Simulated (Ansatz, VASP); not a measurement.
# One calculation of CdS, two programs

File INCAR:

```
SYSTEM = CdS
PREC = Accurate ; ENCUT = 520
EDIFF = 1E-6 ; ISMEAR = 0
SIGMA = 0.01 ; LREAL = .False.
LASPH = .True. ; NELM = 60
ALGO = Normal ; ISIF = 2
LWAVE = .False. ; LCHARG = .False.
GGA = PE ; NBANDS = 26
```

KPOINTS

```
Automatic mesh
0
Gamma
  6 6 4
  0 0 0
```

The input POSCAR:

```
CdS
1.0
    4.1637874767      0.0000000000      0.0000000000
   -2.0818937383      3.6059453037      0.0000000000
    0.0000000000      0.0000000000      6.7593822242
Cd S
2 2
Direct
    0.3333333333      0.6666666667      0.0000000000
    0.6666666667      0.3333333333      0.5000000000
    0.3333333333      0.6666666667      0.3750000000
    0.6666666667      0.3333333333      0.8750000000
```

Input for Ansatz:

```yaml
crystal:
  lattice:
    - [4.16378747669967, 0.0, 0.0]
    - [-2.081893738349835, 3.605945303661686, 0.0]
    - [0.0, 0.0, 6.759382224223055]
  atoms:
    - { symbol: Cd, position: [0.3333333333333333, 0.6666666666666666, 0.0] }
    - { symbol: Cd, position: [0.6666666666666666, 0.3333333333333333, 0.5] }
    - { symbol: S, position: [0.3333333333333333, 0.6666666666666666, 0.375] }
    - { symbol: S, position: [0.6666666666666666, 0.3333333333333333, 0.875] }
basis:
  ecutwfc: 571.4391111657479
kpoints:
  mp_grid:
    grid: [6, 6, 4]
hamiltonian:
  xc: pbe
scf:
  occupations:
    method: fixed
output:
  stress: true
```

Alike in both runs: task single point; functional PBE; k mesh 6 × 6 × 4; no spin polarisation.

|  | VASP | Ansatz |
| --- | --- | --- |
| version | VASP 6.6.1 | Ansatz 0.2.0 |
| potentials or method | VASP PAW PBE potentials, release 64 (Cd, S), cutoff 520 eV | plane waves, PAW |
| occupations | gaussian, width 0.01 eV | fixed |
| valence electrons in the cell | 36 | 52 |

VASP gave:

| Property | Result |
| --- | --- |
| pressure (GPa) | 1.8 |
| traceless stress, the component that is largest in VASP (GPa) | 0.41 |

Problem. What did Ansatz give for the same quantities?

Solution. Pressure (GPa): 1.5; traceless stress, the component that is largest in VASP (GPa): 0.39.

VASP's potentials hold 36 valence electrons a cell and Ansatz's 52, so a difference there can come from the potentials and not from the codes.
